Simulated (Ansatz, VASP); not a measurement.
**SiC in VASP and in Ansatz**

```
CELL_PARAMETERS angstrom
1.44948 -2.51058 0.00000
-0.05713 -0.03298 -5.14193
4.93859 2.85130 0.06888
ATOMIC_POSITIONS crystal
Si 0.50000 0.97281 0.18896
Si 0.00000 0.38262 0.34645
Si 0.50000 0.54615 0.09296
Si 0.00000 0.59213 0.69102
C 0.00000 0.97556 0.67735
C 0.50000 0.40012 0.80048
C 0.00000 0.03334 0.40393
C 0.50000 0.09727 0.79884
```

Alike in both runs: functional LDA; k mesh 12 × 8 × 8; occupations gaussian, width 0.01 eV; no spin polarisation.

Ansatz relaxed the structure, and its values are those at the end. VASP's run is a single point on that final structure, the one shown.

|  | VASP | Ansatz |
| --- | --- | --- |
| version | VASP 6.6.1 | Ansatz 0.2.0 |
| potentials or method | VASP PAW LDA potentials, release 64 (Si, C), cutoff 520 eV | scalar-relativistic, plane waves, PAW |
| valence electrons in the cell | 32 | 32 |

```csv
,VASP,Ansatz,Ansatz less VASP
gap on the k mesh at the Fermi level (eV),none,none,-
pressure (GPa),0.4,0.0,-0.36
rms of the force components (eV/Å),0.013,0.005,-0.0088
```

LDA's correlation is that of Perdew and Zunger in VASP and of Perdew and Wang (1992) in Ansatz. A gap of «none» marks a metal or a gap that the smearing closes.
